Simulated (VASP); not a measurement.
Crystal: Re.

```xyz
2
Lattice="2.7769 0.0000 0.0000 -1.3884 2.4048 0.0000 0.0000 0.0000 4.4788" Properties=species:S:1:pos:R:3 pbc="T T T"
Re    0.0000    1.6032    1.1197
Re    1.3884    0.8016    3.3591
```

Base run:

* Program: VASP 6.6.1
* Functional: PBE
* Potentials or basis: VASP PAW PBE potentials, release 64 (Re)
* Cutoff: 520 eV
* k mesh: 13 × 13 × 7
* Occupations: fermi-dirac, width 0.1 eV
* Spin: no spin polarisation

Its results: band gap on the k mesh zero (band 7 reaches 8.84 eV, above the bottom of band 8 at 6.14 eV); pressure -0.5 GPa.

Q: The run is repeated on the same cell with these changes: k mesh from 13 × 13 × 7 to 3 × 3 × 2. What comes out?

A: Band gap on the k mesh zero (band 7 reaches 7.92 eV, above the bottom of band 8 at 6.00 eV); pressure 8.5 GPa.

Caveats: some runs use coarse meshes; spin-orbit coupling is left out, which moves the levels of the heavy elements.
